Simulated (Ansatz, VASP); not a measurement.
# One calculation of C, two programs

The input POSCAR:

```
C
1.0
    0.0000000000      1.8150553945      1.8150553945
    1.8150553945      0.0000000000      1.8150553945
    1.8150553945      1.8150553945      0.0000000000
C
2
Direct
    0.0000000000      0.0000000000      0.0000000000
    0.2500000000      0.2500000000      0.2500000000
```

INCAR.step1

```
PREC = Accurate
ENCUT = 660
ISMEAR = 0
SIGMA = 0.02
LREAL = False
LASPH = True
NELM = 120
NBANDS = 11
GGA = PE
ALGO = Normal
EDIFF = 1E-5
LWAVE = True
LCHARG = False
GGA_COMPAT = False
```

INCAR.step2

```
PREC = Accurate
ENCUT = 660
EDIFF = 1E-6
ISMEAR = 0
SIGMA = 0.02
LREAL = False
LASPH = True
NELM = 120
ALGO = Normal
ISIF = 2
LWAVE = False
LCHARG = False
METAGGA = R2SCAN
LMIXTAU = True
NBANDS = 11
ISTART = 1
GGA_COMPAT = False
```

The input KPOINTS:

```
Automatic mesh
0
Gamma
  12 12 12
```

Input for Ansatz:

```yaml
crystal:
  lattice:
    - [0.0, 1.8150553945, 1.8150553945]
    - [1.8150553945, 0.0, 1.8150553945]
    - [1.8150553945, 1.8150553945, 0.0]
  atoms:
    - { symbol: C, position: [0.0, 0.0, 0.0] }
    - { symbol: C, position: [0.25, 0.25, 0.25] }
basis:
  ecutwfc: 500
kpoints:
  mp_grid: { grid: [12, 12, 12] }
hamiltonian:
  xc: r2scan
scf:
  occupations: { method: gaussian, width: 0.02 }
output:
  forces: true
  stress: true
  eigenvalues: true
```

Alike in both runs: task single point; functional r2SCAN; k mesh 12 × 12 × 12; occupations gaussian, width 0.02 eV; no spin polarisation.

|  | VASP | Ansatz |
| --- | --- | --- |
| version | VASP 6.6.1 | Ansatz 0.2.0 |
| potentials or method | VASP PAW PBE potentials, release 64 (C), cutoff 660 eV | scalar-relativistic, plane waves, PAW |
| valence electrons in the cell | 8 | 8 |

|  | VASP | Ansatz | Ansatz less VASP |
| --- | --- | --- | --- |
| gap on the k mesh at the Fermi level (eV) | 4.22 | 4.25 | +0.026 |
| least direct gap on the mesh (eV) | 5.69 | 5.73 | +0.040 |
| pressure (GPa) | -23.5 | -23.6 | -0.06 |

VASP's potentials were made for PBE, not for r2SCAN. With one functional, cell and mesh, what is left measures potentials, basis and numerics.
